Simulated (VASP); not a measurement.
Set up this calculation in VASP 6.6.1, as the native input.

- Task: relaxation of cell and atoms
- Functional: PBE
- Potentials or basis: VASP PAW PBE potentials, release 64 (Os)
- Cutoff: 600 eV
- k mesh: 18 × 18 × 10
- Occupations: fermi-dirac, width 0.1 eV
- Spin: no spin polarisation
- Target pressure: 330 GPa
- Dipole correction: no
- Further INCAR settings: ALGO = Normal; EDIFF = 1e-06; IBRION = 2; EDIFFG = -0.005; NSW = 32; ISIF = 3

The structure of Os lies in POSCAR:

```
Os
1.0
    2.4298154507      0.0000000000      0.0000000000
   -1.2149077254      2.1042819068      0.0000000000
    0.0000000000      0.0000000000      3.8916702959
Os
2
Direct
    0.3333333333      0.6666666667      0.2500000000
    0.6666666667      0.3333333333      0.7500000000
```

The input as run:

INCAR

```
PREC = Accurate
ENCUT = 600
EDIFF = 1E-6
ISMEAR = -1
SIGMA = 0.1
LREAL = False
LASPH = True
NELM = 60
ALGO = Normal
ISIF = 3
LWAVE = False
LCHARG = False
GGA = PE
IBRION = 2
NSW = 32
EDIFFG = -0.005
PSTRESS = 3300.0
```

KPOINTS

```
regular mesh
0
Gamma
  18 18 10
```

Potentials or basis: VASP PAW PBE potentials, release 64 (Os).

Run with:

```console
$ cat potpaw_PBE.64/Os/POTCAR > POTCAR
$ mpirun -np 1 vasp_std > vasp.out
```

It gave:

| Property | Result |
| --- | --- |
| Relaxed volume | 10.04 Å³/atom |
| Relaxed cell | a = 2.438 Å, b = 2.438 Å, c = 3.902 Å, α = 90.00°, β = 90.00°, γ = 120.00° |
| Space group after relaxing (to 0.1 Å) | P6_3/mmc (No. 194) |
| Energy change on relaxing (the run minimises the enthalpy) | -192.1 meV/atom |
| Ionic steps | 9 |
| Pressure after relaxing | 330.0 GPa |
| Band gap on the k mesh | zero (bands 8 and 9 overlap by 6.74 eV) |

Caveat: the cell is relaxed towards a set pressure, so the run minimises the enthalpy, not the energy; spin-orbit coupling is left out, which moves the levels of the heavy elements.

Wall time 93 s on 1 thread of Intel(R) Xeon(R) 6975P-C (Granite Rapids) (shared host), peak memory 0.2 GiB.
